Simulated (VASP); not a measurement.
PPt:

```
CELL_PARAMETERS angstrom
3.74303 0.00000 0.00000
-1.87151 3.24156 0.00000
0.00000 0.00000 6.35374
ATOMIC_POSITIONS crystal
Pt 0.33333 0.66667 0.37190
Pt 0.66667 0.33333 0.87190
P 0.33333 0.66667 0.00310
P 0.66667 0.33333 0.50310
```

```yaml
Program: VASP 6.6.1
Task: relaxation of cell and atoms
Functional: PBE
Potentials_or_basis: VASP PAW PBE potentials, release 64 (Pt, P)
Cutoff: 600 eV
k_mesh: 8 × 8 × 4
Occupations: fermi-dirac, width 0.05 eV
Spin: no spin polarisation
```

At the start: pressure -0.0 GPa; volume 19.27 Å³/atom.

Q: Where does the relaxation end?

A: Over 11 steps the energy falls by 3.5 meV/atom and the volume is 19.14 Å³/atom (-0.7 %); space group P6_3mc (No. 186, to 0.05 Å).

The path:
```tsv
step	energy change (eV)	largest force (eV/Å)	pressure (GPa)	volume (Å³)
1	0.0000	0.1363	-0.03	77.09
2	-0.0030	0.0353	-0.06	77.05
3	-0.0039	0.0581	-0.08	77.01
4	-0.0058	0.0545	-0.04	76.95
5	-0.0103	0.0501	0.07	76.77
6	-0.0133	0.0488	0.27	76.36
7	-0.0136	0.0503	0.21	76.47
8	-0.0136	0.0501	0.23	76.45
9	-0.0138	0.0061	-0.23	76.73
10	-0.0139	0.0129	-0.07	76.63
11	-0.0139	0.0065	0.06	76.57
```

Final structure:
```cif
data_structure
_symmetry_space_group_name_H-M 'P 1'
_symmetry_Int_Tables_number 1
_cell_length_a 3.6749
_cell_length_b 3.6749
_cell_length_c 6.5467
_cell_angle_alpha 90.000
_cell_angle_beta 90.000
_cell_angle_gamma 120.000
_cell_volume 76.57
loop_
_atom_site_label
_atom_site_type_symbol
_atom_site_fract_x
_atom_site_fract_y
_atom_site_fract_z
_atom_site_occupancy
Pt1 Pt 0.33333 0.66667 0.36727 1
Pt2 Pt 0.66667 0.33333 0.86727 1
P1 P 0.33333 0.66667 0.00773 1
P2 P 0.66667 0.33333 0.50773 1
```
